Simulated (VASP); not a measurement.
## Al2O3: single point with r2SCAN

The system is Al2O3.

```
Al O
1.0
     2.32008    1.33950    4.54822
    -2.32008    1.33950    4.54822
     0.00000   -2.67900    4.54822
Al O
4 6
Direct
  0.85192 0.85192 0.85192
  0.64808 0.64808 0.64808
  0.14808 0.14808 0.14808
  0.35192 0.35192 0.35192
  0.05639 0.44361 0.75000
  0.75000 0.05639 0.44361
  0.44361 0.75000 0.05639
  0.94361 0.55639 0.25000
  0.25000 0.94361 0.55639
  0.55639 0.25000 0.94361
```

This cell differs from its parent crystal: strain -0.025 along x and y, +0.050 along z.

- Program: VASP 6.6.1
- Task: single point
- Functional: r2SCAN
- Potentials or basis: VASP PAW PBE potentials, release 64 (Al, O)
- Cutoff: 520 eV
- k mesh: 6 × 6 × 6
- Occupations: gaussian, width 0.05 eV
- Spin: no spin polarisation
- Dipole correction: no
- Further INCAR settings: ALGO = Normal; EDIFF = 1e-06; NBANDS = 35

* Pressure: 1.3 GPa
* Largest force: 0.440 eV/Å
* Band gap on the k mesh: 6.90 eV

Forces on the atoms (eV/Å):
```
Al   0.000  0.000 -0.440
Al   0.000  0.000  0.440
Al   0.000  0.000  0.440
Al   0.000  0.000 -0.440
O    0.180  0.000  0.000
O   -0.090  0.156  0.000
O   -0.090 -0.156  0.000
O   -0.180  0.000  0.000
O    0.090 -0.156  0.000
O    0.090  0.156  0.000
```

Stress tensor (GPa, compression positive):
```
 12.53   0.00   0.00
  0.00  12.53   0.00
  0.00   0.00 -21.22
```

Levels at points of the mesh, in eV from the valence-band top:
| k point | band 20 | band 21 | band 22 | band 23 | band 24 | band 25 | band 26 | band 27 | band 28 | band 29 |
| --- | --- | --- | --- | --- | --- | --- | --- | --- | --- | --- |
| (0.00, 0.00, 0.00) | -0.70 | -0.54 | -0.54 | 0.00 | 0.00 | 6.90 | 10.60 | 11.47 | 11.47 | 11.48 |
| (0.50, 0.00, 0.00) | -1.51 | -1.12 | -1.12 | -0.58 | -0.58 | 9.91 | 9.91 | 10.35 | 10.35 | 12.89 |
| (0.50, 0.50, 0.00) | -1.50 | -1.22 | -1.16 | -0.96 | -0.54 | 10.12 | 10.71 | 11.07 | 11.21 | 11.51 |
| (0.50, 0.50, 0.50) | -2.40 | -0.31 | -0.31 | -0.31 | -0.31 | 9.74 | 9.74 | 11.79 | 11.79 | 13.14 |

It took 2.5 min on 1 thread of Intel(R) Xeon(R) 6975P-C (Granite Rapids) (shared host), peak memory 0.28 GiB.

Caveat: the cell differs from its parent crystal (strain -0.025 along x and y, +0.050 along z); the stress differs along the axes, from -21 to 13 GPa; the PAW data sets were made with another functional, which shifts forces and pressure a little.
